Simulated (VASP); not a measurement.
Write the native input for VASP 6.6.1 that does the following.

```yaml
Task: single point
Functional: PBE
Potentials_or_basis: VASP PAW PBE potentials, release 64 (Sn_d, C)
Cutoff: 520 eV
k_mesh: 8 × 8 × 8
Occupations: gaussian, width 0.1 eV
Spin: no spin polarisation
Dipole_correction: no
Further_INCAR_settings: ALGO = Normal; EDIFF = 1e-06; NBANDS = 23
```

The structure of Sn2C lies in POSCAR:

```
Sn2C
1.0
   -1.5766586605      1.5766586605      6.0271128598
    1.5766586605     -1.5766586605      6.0271128598
    1.5766586605      1.5766586605     -6.0271128598
Sn C
2 1
Direct
    0.3782008911      0.3782008911      0.0000000000
    0.6217991089      0.6217991089      0.0000000000
    0.0000000000      0.0000000000      0.0000000000
```

These files were run (other wordings do the same):

INCAR

```
SYSTEM = Sn2C
  PREC = Accurate
  ENCUT = 520
  EDIFF = 1E-6
  ISMEAR = 0
  SIGMA = 0.1
  LREAL = .FALSE.
  LASPH = .TRUE.
  NELM = 60
  ALGO = Normal
  ISIF = 2
  LWAVE = .FALSE.
  LCHARG = .FALSE.
  GGA = PE
  NBANDS = 23
```

KPOINTS

```
regular mesh
0
G
  8 8 8
  0 0 0
```

Potentials or basis: VASP PAW PBE potentials, release 64 (Sn_d, C).

Run with:

```sh
$ cat potpaw_PBE.64/Sn_d/POTCAR potpaw_PBE.64/C/POTCAR > POTCAR
$ mpirun -np 1 vasp_std > vasp.out
```

It gave:

```
Pressure               : 0.1 GPa
Largest force          : 0.019 eV/Å
Band gap on the k mesh : zero (bands 16 and 17 overlap by 2.04 eV)
```

Caveat: spin-orbit coupling is left out, which moves the levels of the heavy elements.

Wall time 5.1 min on 1 thread of Intel Xeon 8259CL, on a shared host, peak memory 0.35 GiB.
